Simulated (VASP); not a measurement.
# Ca18HO in VASP: notebook

Runs on Ca18HO. Level: PBE. Tasks: single point.

Everything below comes from runs of VASP 6.6.1. Logs are shortened: lines on timing, memory, paths and dates and some standing lists are left out, and cuts for length are marked.

### 1 The cell of the first run

The cell holds a slab with vacuum, 20 atoms: a = 7.891 Å, b = 11.837 Å, c = 18.443 Å, α = 90.00°, β = 90.00°, γ = 60.00°.

### 2 Single point, PBE

INCAR

```
SYSTEM = Ca18HO
ALGO = Normal
EDIFF = 1E-6
ENCUT = 520
GGA = PE
ISIF = 2
ISMEAR = -1
LASPH = .TRUE.
LCHARG = .TRUE.
LELF = .TRUE.
LREAL = Auto
LVHAR = .TRUE.
LWAVE = .FALSE.
NBANDS = 110
NELM = 100
PREC = Accurate
SIGMA = 0.05
```

KPOINTS

```
k-points
0
G
  3 2 1
  0 0 0
```

POSCAR

```
Ca18HO
1.0
    7.8913120000      0.0000000000      0.0000000000
    5.9184840000     10.2511150000      0.0000000000
    0.0000000000      0.0000000000     18.4432290000
Ca O H
18 1 1
Direct
    0.1666666504      0.1111111328      0.0542204405
    0.6666666504      0.1111111328      0.0542204405
    0.1666666748      0.4444444336      0.0542204405
    0.6666666748      0.4444444336      0.0542204405
    0.1666666992      0.7777777344      0.0542204405
    0.6666666992      0.7777777344      0.0542204405
   -0.1683171031      0.2247355532      0.2186376908
    0.3362080475      0.2209522574      0.2203036681
   -0.1623843995      0.5509091450      0.2208766155
    0.3372304601      0.5551236134      0.2226402437
   -0.1687330918      0.8854660200      0.2333223754
    0.3348577481      0.8884663766      0.2189339513
   -0.0089939464     -0.0071582457      0.3831080230
    0.5323929378     -0.0227319662      0.3921390880
    0.0097537732      0.3250445439      0.3845567932
    0.4969618703      0.3405490037      0.3878892899
   -0.0244857273      0.6856493172      0.3927625689
    0.5217890489      0.6696021847      0.3934044304
   -0.1618837739      0.8896579543      0.3564757560
   -0.3322881078      0.7726789720      0.4458476875
```

Potentials or basis: VASP PAW PBE potentials, release 64 (Ca_sv, O, H).

Run with:

```console
cat potpaw_PBE.64/Ca_sv/POTCAR potpaw_PBE.64/O/POTCAR potpaw_PBE.64/H/POTCAR > POTCAR
mpirun -np 1 vasp_std > vasp.out
```

OUTCAR:

```text
SYSTEM = Ca18HO
   EDIFF = 1E-6
   ENCUT = 520
   GGA = PE
   ISIF = 2
   ISMEAR = -1
   LASPH = .TRUE.
   LREAL = Auto
   NELM = 100
   PREC = Accurate

 ion  position               nearest neighbor table
   1  0.167  0.111  0.054-
   2  0.667  0.111  0.054-
   3  0.167  0.444  0.054-
   4  0.667  0.444  0.054-
   5  0.167  0.778  0.054-
   6  0.667  0.778  0.054-
   7  0.832  0.225  0.219-
   8  0.336  0.221  0.220-
   9  0.838  0.551  0.221-
  10  0.337  0.555  0.223-
  11  0.831  0.885  0.233-  19 2.27
  12  0.335  0.888  0.219-
  13  0.991  0.993  0.383-  19 2.16
  14  0.532  0.977  0.392-  19 2.20
  15  0.010  0.325  0.385-
  16  0.497  0.341  0.388-
  17  0.976  0.686  0.393-  19 2.20
  18  0.522  0.670  0.393-
  19  0.838  0.890  0.356-  13 2.16  14 2.20  17 2.20  11 2.27
  20  0.668  0.773  0.446-

  LATTYP: Found a simple monoclinic cell.
 ALAT       =     7.8913120000
 B/A-ratio  =     2.3371562295
 C/A-ratio  =     1.3228756566
 COS(beta)  =    -0.1889822364

  Lattice vectors:

 A1 = (   7.8913120000,   0.0000000000,   0.0000000000)
 A2 = (   0.0000000000,   0.0000000000, -18.4432290000)
 A3 = (  -1.9728280000,  10.2511150000,   0.0000000000)

Analysis of symmetry for initial positions (statically):
=====================================================================
 Subroutine PRICEL returns:
 Original cell was already a primitive cell.

 Routine SETGRP: Setting up the symmetry group for a
 simple monoclinic supercell.

 Subroutine GETGRP returns: Found  1 space group operations
 (whereof  1 operations were pure point group operations)
 out of a pool of  4 trial point group operations.

The static configuration has the point symmetry C_1 .

Analysis of symmetry for dynamics (positions and initial velocities):
=====================================================================
 Subroutine PRICEL returns:
 Original cell was already a primitive cell.

 Routine SETGRP: Setting up the symmetry group for a
 simple monoclinic supercell.

 Subroutine GETGRP returns: Found  1 space group operations
 (whereof  1 operations were pure point group operations)
 out of a pool of  4 trial point group operations.

The dynamic configuration has the point symmetry C_1 .

 Subroutine INISYM returns: Found  1 space group operations
 (whereof  1 operations are pure point group operations),
 and found     1 'primitive' translations

----------------------------------------------------------------------------------------

                                     Primitive cell

  volume of cell :    1491.9603

  direct lattice vectors                    reciprocal lattice vectors
     7.891312000  0.000000000  0.000000000     0.126721640 -0.073162773  0.000000000
     5.918484000 10.251115000  0.000000000     0.000000000  0.097550364  0.000000000
     0.000000000  0.000000000 18.443229000     0.000000000  0.000000000  0.054220440

  length of vectors
     7.891312000 11.836968007 18.443229000     0.146325546  0.097550364  0.054220440

  position of ions in fractional coordinates (direct lattice)
     0.166666650  0.111111133  0.054220441
     0.666666650  0.111111133  0.054220441
     0.166666675  0.444444434  0.054220441
     0.666666675  0.444444434  0.054220441
     0.166666699  0.777777734  0.054220441
     0.666666699  0.777777734  0.054220441
[... 12 lines left out ...]
     0.838116226  0.889657954  0.356475756
     0.667711892  0.772678972  0.445847687

  ion indices of the primitive-cell ions
   primitive index   ion index
                 1           1
                 2           2
                 3           3
                 4           4
                 5           5
                 6           6
[... 12 lines left out ...]
                19          19
                20          20

----------------------------------------------------------------------------------------

 KPOINTS: k-points

Automatic generation of k-mesh.
 Grid dimensions read from file:
 generate k-points for:    3    2    1

 Generating k-lattice:

  Cartesian coordinates                     Fractional coordinates (reciprocal lattice)
     0.042240547 -0.024387591  0.000000000     0.333333333  0.000000000  0.000000000
     0.000000000  0.048775182  0.000000000     0.000000000  0.500000000  0.000000000
     0.000000000  0.000000000  0.054220440     0.000000000  0.000000000  1.000000000

  Length of vectors
     0.048775182  0.048775182  0.054220440

  Shift w.r.t. Gamma in fractional coordinates (k-lattice)
     0.000000000  0.000000000  0.000000000

 -----------------------------------------------------------------------------
|                                                                             |
|           W    W    AA    RRRRR   N    N  II  N    N   GGGG   !!!           |
|           W    W   A  A   R    R  NN   N  II  NN   N  G    G  !!!           |
|           W    W  A    A  R    R  N N  N  II  N N  N  G       !!!           |
|           W WW W  AAAAAA  RRRRR   N  N N  II  N  N N  G  GGG   !            |
|           WW  WW  A    A  R   R   N   NN  II  N   NN  G    G                |
|           W    W  A    A  R    R  N    N  II  N    N   GGGG   !!!           |
|                                                                             |
|     Your reciprocal lattice and k-lattice belong to different lattice       |
|     classes:                                                                |
|                                                                             |
|        The reciprocal lattice is simple monoclinic,                         |
|        whereas your k-lattice is hexagonal.                                 |
|                                                                             |
|     Results are often still useful ...                                      |
|                                                                             |
 -----------------------------------------------------------------------------

 Subroutine IBZKPT returns following result:
 ===========================================

 Found      4 irreducible k-points:

 Following reciprocal coordinates:
            Coordinates               Weight
  0.000000  0.000000  0.000000      1.000000
  0.333333  0.000000  0.000000      2.000000
  0.000000  0.500000  0.000000      1.000000
  0.333333  0.500000  0.000000      2.000000
   k-points           NKPTS =      4   k-points in BZ     NKDIM =      4   number of bands    NBANDS=    110
   number of dos      NEDOS =    301   number of ions     NIONS =     20
   total plane-waves  NPLWV = 756000
   dimension x,y,z NGX =    60 NGY =   90 NGZ =  140
   dimension x,y,z NGXF=   120 NGYF=  180 NGZF=  280
   ions per type =              18   1   1
   NGX,Y,Z   is equivalent  to a cutoff of  12.64, 12.64, 12.62 a.u.
   NGXF,Y,Z  is equivalent  to a cutoff of  25.28, 25.28, 25.24 a.u.
 SYSTEM =  Ca18HO
   PREC   = accura    normal or accurate (medium, high low for compatibility)
   ISTART =      0    job   : 0-new  1-cont  2-samecut
   ICHARG =      2    charge: 1-file 2-atom 10-const
   ISPIN  =      1    spin polarized calculation?
   LNONCOLLINEAR =      F non collinear calculations
   LSORBIT =      F    spin-orbit coupling
   LASPH  =      T    aspherical Exc in radial PAW
   ENCUT  =  520.0 eV  38.22 Ry    6.18 a.u.  14.67 22.01 34.29*2*pi/ulx,y,z
   NELM   =    100;   NELMIN=  2; NELMDL= -5     # of ELM steps
   EDIFF  = 0.1E-05   stopping-criterion for ELM
   LREAL  =      T    real-space projection
   EDIFFG = 0.1E-04   stopping-criterion for IOM
   NSW    =      0    number of steps for IOM
   IBRION =     -1    ionic relax: 0-MD 1-quasi-New 2-CG
   NFREE  =      0    steps in history (QN), initial steepest desc. (CG)
   ISIF   =      2    stress and relaxation
   ISYM   =      2    0-nonsym 1-usesym 2-fastsym
   POTIM  = 0.5000    time-step for ionic-motion
   TEBEG  =    0.0;   TEEND  =   0.0 temperature during run
   PSTRESS=    0.0 pullay stress
   NELECT =     187.0000    total number of electrons
   NUPDOWN=      -1.0000    fix difference up-down
   EMIN   =  10.00;   EMAX   =-10.00  energy-range for DOS
   EFERMI =   0.00;   METHOD = LEGACY
   ISMEAR =    -1;   SIGMA  =   0.05  broadening in eV -4-tet -1-fermi 0-gaus
   EFERMI_NEDOS =   21; number of points for ismear=-14 and -15
   IALGO  =     38    algorithm
   IMIX   =      4    mixing-type and parameters
     AMIX     =   0.40;   BMIX     =  1.00
     AMIX_MAG =   1.60;   BMIX_MAG =  1.00
  volume/ion in A,a.u.               =      74.60       503.41
  Fermi-wavevector in a.u.,A,eV,Ry     =   0.819287  1.548229  9.132664  0.671232
  Thomas-Fermi vector in A             =   1.930065
   LORBIT       =      0    0 simple, 1 ext, 2 COOP (PROOUT), +10 PAW based schemes
   GGA     = PE    functional components
   LHFCALC =     F    Hartree Fock is set to
   AEXX    =    0.0000 exact exchange contribution
   IVDW    =     0    specifies the selected vdW correction
   LEPSILON=     F    determine dielectric tensor
   LRPA    =     F    only Hartree local field effects (RPA)
 non-spin polarized calculation
  energy-cutoff  :      520.00
  volume of cell :     1491.96
 maximum number of plane-waves:     40201
 NGX is ok and might be reduce to    60
   NGX = 29   NGY = 45   NGZ = 69

 number of electron     186.9999995 magnetization

 Free energy of the ion-electron system (eV)
  ---------------------------------------------------
  ext. energy  EPLUGINS =         0.00000000
  ---------------------------------------------------
  free energy    TOTEN  =       -44.90966594 eV

  energy without entropy =      -44.69817343  energy(sigma->0) =      -44.80391969

 E-fermi :  -0.1651     XC(G=0):  -4.7866

 val. band max:       -0.1668551798   @ k =   0.3333   0.5000   0.0000
 cond. band min:      -0.1512725951   @ k =   0.0000   0.0000   0.0000
 fundamental gap:      0.0155825847
 Fermi energy:        -0.1651219140

 k-point     1 :       0.0000    0.0000    0.0000
  band No.  band energies     occupation
      1     -42.7269      2.00000
      2     -42.6998      2.00000
      3     -42.6645      2.00000
      4     -42.6592      2.00000
      5     -42.6565      2.00000
      6     -42.6331      2.00000
[... 421 lines left out ...]
    104       0.4760      0.00001
    105       0.4864      0.00000
 [bands above 105 left out]

------------------------ aborting loop because EDIFF is reached ----------------------------------------

  FORCE on cell =-STRESS in cart. coord.  units (eV):
  Direction    XX          YY          ZZ          XY          YZ          ZX
  --------------------------------------------------------------------------------------
  -------------------------------------------------------------------------------------
  Total       -0.4913603     -0.5978493      0.0391360     -0.0367007      0.0369247     -0.0459895
  in kB       -0.5276590     -0.6420148      0.0420271     -0.0394120      0.0396525     -0.0493870
  external PRESSURE =      -0.3758822 kB  Pullay stress =       0.0000000 kB

 VOLUME and BASIS-vectors are now :
 -----------------------------------------------------------------------------
  energy-cutoff  :      520.00
  volume of cell :     1491.96
      direct lattice vectors                 reciprocal lattice vectors
     7.891312000  0.000000000  0.000000000     0.126721640 -0.073162773  0.000000000
     5.918484000 10.251115000  0.000000000     0.000000000  0.097550364  0.000000000
     0.000000000  0.000000000 18.443229000     0.000000000  0.000000000  0.054220440

 POSITION                                       TOTAL-FORCE (eV/Angst)
 -----------------------------------------------------------------------------------
      1.97283      1.13901      1.00000         0.010649      0.024491     -0.059858
      5.91848      1.13901      1.00000         0.002144     -0.060381      0.022512
      3.94566      4.55605      1.00000         0.011692     -0.000697     -0.013143
      7.89131      4.55605      1.00000        -0.001854      0.017641     -0.038363
      5.91848      7.97309      1.00000        -0.047761      0.007338      0.020757
      9.86414      7.97309      1.00000         0.032927      0.005790      0.016269
[... 12 lines left out ...]
     11.87926      9.11999      6.57456        -0.009196      0.006766     -0.015088
      9.84221      7.92082      8.22287        -0.003442     -0.000467     -0.002468
 -----------------------------------------------------------------------------------
    total drift:                               -0.002438     -0.001885      0.002710

  FREE ENERGIE OF THE ION-ELECTRON SYSTEM (eV)
  ---------------------------------------------------
  free  energy   TOTEN  =       -44.9096659418 eV

  energy  without entropy=      -44.6981734286  energy(sigma->0) =      -44.80391969
```

It took 50 min on 1 thread of Intel Xeon 8259CL, shared host; peak memory 1.6 GiB.

What came out:

```yaml
Free_energy: -44.9097 eV
Largest_force: 0.067 eV/Å
Band_gap_on_the_k_mesh: zero (an odd number of electrons rules out a gap without spin polarisation)
```

Forces on the atoms (eV/Å):
```
Ca   0.011  0.024 -0.060
Ca   0.002 -0.060  0.023
Ca   0.012 -0.001 -0.013
Ca  -0.002  0.018 -0.038
Ca  -0.048  0.007  0.021
Ca   0.033  0.006  0.016
Ca   0.000  0.000  0.000
Ca  -0.001 -0.006  0.011
Ca   0.002  0.005  0.016
Ca  -0.003  0.005  0.014
Ca   0.000 -0.001 -0.035
Ca   0.001 -0.005  0.019
Ca   0.059  0.021  0.024
Ca  -0.043  0.022  0.016
Ca   0.002  0.001 -0.008
Ca  -0.002  0.013 -0.005
Ca   0.009 -0.051  0.018
Ca  -0.019 -0.005 -0.002
O   -0.009  0.007 -0.015
H   -0.003  0.000 -0.002
```

Levels at points of the mesh, in eV from the Fermi level:
```
           k point  band 90  band 91  band 92  band 93  band 94  band 95  band 96  band 97
(0.00, 0.00, 0.00)    -0.53    -0.36    -0.29    -0.19     0.01     0.04     0.10     0.13
(0.00, 0.50, 0.00)    -0.56    -0.52    -0.32    -0.18     0.02     0.05     0.08     0.11
```

Caveat: an odd number of electrons without spin polarisation forces a metal; a magnetic or distorted state may lie lower.

(Continued in part 2 of 2.)
